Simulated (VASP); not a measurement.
# HfB2 (P6/mmm) in VASP: settings compared, part 2 of 2

VASP 6.6.1. Earlier steps stand in the parts before.

## 3. Single point, LDA

The input, INCAR:

```
ALGO = Normal
EDIFF = 1E-6
ENCUT = 500
GGA_COMPAT = F
ISIF = 2
ISMEAR = 0
LASPH = T
LCHARG = F
LREAL = F
LWAVE = F
NBANDS = 15
NELM = 120
PREC = Accurate
SIGMA = 0.1
```

The input, KPOINTS:

```
k-points
0
Gamma
  4 4 3
```

The input, POSCAR:

```
HfB2
1.0
    3.1326790839      0.0000000000      0.0000000000
   -1.5663395419      2.7129796685      0.0000000000
    0.0000000000      0.0000000000      3.4792139900
Hf B
1 2
Direct
    0.0000000000      0.0000000000      0.0000000000
    0.3333333333      0.6666666667      0.5000000000
    0.6666666667      0.3333333333      0.5000000000
```

Potentials or basis: VASP PAW LDA potentials, release 64 (Hf_pv, B).

Launch:

```console
$ cat potpaw_LDA.64/Hf_pv/POTCAR potpaw_LDA.64/B/POTCAR > POTCAR
$ mpirun -np 1 vasp_std > vasp.out
```

OUTCAR:

```text
EDIFF = 1E-6
   ENCUT = 500
   ISIF = 2
   ISMEAR = 0
   LASPH = T
   LREAL = F
   NELM = 120
   PREC = Accurate

 ion  position               nearest neighbor table
   1  0.000  0.000  0.000-   2 2.51   3 2.51   2 2.51   3 2.51   2 2.51   2 2.51   3 2.51   3 2.51
                             3 2.51   3 2.51   2 2.51   2 2.51
   2  0.333  0.667  0.500-   3 1.81   3 1.81   3 1.81   1 2.51   1 2.51   1 2.51   1 2.51   1 2.51
                             1 2.51
   3  0.667  0.333  0.500-   2 1.81   2 1.81   2 1.81   1 2.51   1 2.51   1 2.51   1 2.51   1 2.51
[... 325 lines left out ...]
  FORCE on cell =-STRESS in cart. coord.  units (eV):
  Direction    XX          YY          ZZ          XY          YZ          ZX
  --------------------------------------------------------------------------------------
  -------------------------------------------------------------------------------------
  Total       -1.4659592     -1.4659592     -1.6416539     -0.0000000     -0.0000000      0.0000000
  in kB      -79.4307920    -79.4307920    -88.9505442     -0.0000000     -0.0000000      0.0000000
  external PRESSURE =     -82.6040428 kB  Pullay stress =       0.0000000 kB

 VOLUME and BASIS-vectors are now :
 -----------------------------------------------------------------------------
  energy-cutoff  :      500.00
  volume of cell :       29.57
      direct lattice vectors                 reciprocal lattice vectors
     3.132679084  0.000000000  0.000000000     0.319215589  0.184299206  0.000000000
    -1.566339542  2.712979669  0.000000000     0.000000000  0.368598413  0.000000000
     0.000000000  0.000000000  3.479213990     0.000000000  0.000000000  0.287421240

 POSITION                                       TOTAL-FORCE (eV/Angst)
 -----------------------------------------------------------------------------------
      0.00000      0.00000      0.00000         0.000000      0.000000      0.000000
     -0.00000      1.80865      1.73961         0.000000      0.000000      0.000000
      1.56634      0.90433      1.73961        -0.000000     -0.000000      0.000000
 -----------------------------------------------------------------------------------
    total drift:                               -0.000000      0.000000      0.000000

  FREE ENERGIE OF THE ION-ELECTRON SYSTEM (eV)
  ---------------------------------------------------
  free  energy   TOTEN  =       -28.8766873982 eV

  energy  without entropy=      -28.8702598015  energy(sigma->0) =      -28.87347360
```

OSZICAR:

```text
N       E                     dE             d eps       ncg     rms          rms(c)
DAV:   1     0.250151748009E+02    0.25015E+02   -0.78043E+03   240   0.979E+02
DAV:   2    -0.301575251811E+02   -0.55173E+02   -0.50999E+02   317   0.210E+02
DAV:   3    -0.314654367594E+02   -0.13079E+01   -0.13039E+01   289   0.248E+01
DAV:   4    -0.314714942331E+02   -0.60575E-02   -0.60562E-02   303   0.191E+00
DAV:   5    -0.314715359519E+02   -0.41719E-04   -0.41718E-04   303   0.138E-01    0.531E+01
DAV:   6    -0.289995335063E+02    0.24720E+01   -0.33537E+00   268   0.126E+01    0.399E+01
DAV:   7    -0.289255024152E+02    0.74031E-01   -0.76524E-01   282   0.632E+00    0.133E+01
DAV:   8    -0.288803461226E+02    0.45156E-01   -0.18599E-01   261   0.310E+00    0.141E+00
DAV:   9    -0.288768785614E+02    0.34676E-02   -0.15109E-02   261   0.935E-01    0.410E-01
DAV:  10    -0.288766871061E+02    0.19146E-03   -0.64253E-04   296   0.204E-01    0.268E-01
DAV:  11    -0.288766903562E+02   -0.32501E-05   -0.61346E-05   303   0.564E-02    0.106E-01
DAV:  12    -0.288766874577E+02    0.28985E-05   -0.49249E-06   261   0.167E-02    0.863E-03
DAV:  13    -0.288766873982E+02    0.59481E-07   -0.49213E-07   120   0.554E-03
   1 F= -.28876687E+02 E0= -.28873474E+02  d E =-.642760E-02
```

It took 4.7 s on 1 thread of AMD EPYC 9R45 (Zen 5), shared host; peak memory 0.1 GiB.

Results:

```
Free energy            : -28.8767 eV
Pressure               : -8.3 GPa
Band gap on the k mesh : zero (band 8 reaches 8.48 eV, above the bottom of band 9 at 8.09 eV)
```

Caveat: the k points lie up to 0.60 Å⁻¹ apart; spin-orbit coupling is left out, which moves the levels of the heavy elements.

## 4. Single point, PBE

The input, INCAR:

```
PREC = Accurate ; ENCUT = 500
EDIFF = 1E-6 ; ISMEAR = -5
SIGMA = 0.1 ; LREAL = F
LASPH = T ; NELM = 120
ALGO = Normal ; ISIF = 2
LWAVE = F ; LCHARG = T
GGA = PE ; LELF = T
LVHAR = T ; NBANDS = 15
ISYM = 0 ; GGA_COMPAT = F
```

The input, KPOINTS:

```
Automatic mesh
0
Gamma
  1 6 6
  0.5 0.5 0.5
```

POSCAR is that of step 3.

Potentials or basis: VASP PAW PBE potentials, release 64 (Hf_pv, B).

Launch:

```console
$ cat potpaw_PBE.64/Hf_pv/POTCAR potpaw_PBE.64/B/POTCAR > POTCAR
$ mpirun -np 1 vasp_std > vasp.out
```

Wall time 9.8 s (1 thread of AMD EPYC 9R45 (Zen 5), shared host); peak memory 0.11 GiB.

The run converged. Its results:

```yaml
Free_energy: -29.0678 eV
Pressure: -11.2 GPa
Largest_force: 0.664 eV/Å
Band_gap_on_the_k_mesh: 1.80 eV, direct
```

Forces in eV/Å, atoms in the order of the input:
```
Hf   0.000  0.000  0.000
B    0.000  0.664  0.000
B    0.000 -0.664  0.000
```

Stress tensor (GPa, compression positive):
```
-32.56   0.00   0.00
  0.00  -5.73   0.00
  0.00   0.00   4.71
```

Levels at points of the mesh, in eV from the valence-band top:
```csv
k point,band 6,band 7,band 8,band 9,band 10,band 11
"(0.50, 0.08, 0.08)",-3.15,-2.81,-0.98,2.29,5.16,5.46
```

Caveat: the k points lie up to 2.32 Å⁻¹ apart; spin-orbit coupling is left out, which moves the levels of the heavy elements. A k mesh can miss the band edges.

## 5. Single point, PBE

The input, INCAR:

```
PREC = Accurate ; ENCUT = 500
EDIFF = 1E-6 ; ISMEAR = 0
SIGMA = 0.1 ; LREAL = False
LASPH = True ; NELM = 120
ALGO = Normal ; ISIF = 2
LWAVE = False ; LCHARG = False
GGA = PE ; NBANDS = 15
NELECT = 15.9 ; GGA_COMPAT = False
```

The input, KPOINTS:

```
Automatic mesh
0
Gamma
  6 6 4
```

POSCAR is that of step 4.

Launch:

```console
$ cat potpaw_PBE.64/Hf_pv/POTCAR potpaw_PBE.64/B/POTCAR > POTCAR
$ mpirun -np 1 vasp_std > vasp.out
```

It took 11 s on 1 thread of AMD EPYC 9R45 (Zen 5), shared host; peak memory 0.11 GiB.

Results (log left out):

| Quantity | Value |
| --- | --- |
| Free energy | -27.0705 eV |

Levels at points of the mesh, in eV from the Fermi level:
| k point | band 5 | band 6 | band 7 | band 8 | band 9 | band 10 | band 11 | band 12 |
| --- | --- | --- | --- | --- | --- | --- | --- | --- |
| (0.00, 0.00, 0.00) | -2.36 | -2.23 | -2.23 | -2.15 | 4.69 | 4.69 | 5.32 | 5.32 |
| (0.50, 0.00, 0.00) | -8.40 | -3.51 | -2.78 | -2.22 | 2.76 | 3.38 | 6.26 | 6.43 |
| (0.00, 0.00, 0.50) | -7.73 | -0.53 | -0.53 | 0.99 | 0.99 | 1.66 | 1.66 | 2.85 |
| (0.50, 0.00, 0.50) | -6.87 | -4.32 | -4.06 | -2.00 | 4.70 | 4.80 | 6.95 | 7.85 |

Caveat: the k points lie up to 0.45 Å⁻¹ apart; the cell carries a net charge on a neutralising background, which shifts energy and pressure; the cell is charged against a uniform background, so pressure and absolute levels hang on convention; spin-orbit coupling is left out, which moves the levels of the heavy elements.

## 6. The runs side by side

```tsv
level	potentials or basis	k mesh	smearing	gap on the mesh (eV)	pressure (GPa)
PBE	VASP PAW PBE potentials, release 64 (Hf_pv, B)	3 × 3 × 2	gaussian 0.1 eV	none	1.5
LDA	VASP PAW LDA potentials, release 64 (Hf_pv, B)	4 × 4 × 3	gaussian 0.1 eV	none	-8.3
PBE	VASP PAW PBE potentials, release 64 (Hf_pv, B)	1 × 6 × 6, shifted	tetrahedron	1.80	-11.2
```

Alike in all rows: task single point; no spin polarisation; cell as given; cutoff (eV) 500.

Caveats: all runs use coarse meshes; spin-orbit coupling is left out, which moves the levels of the heavy elements.

Total energies depend on the potentials used, so only differences within one code and one set of settings carry meaning.
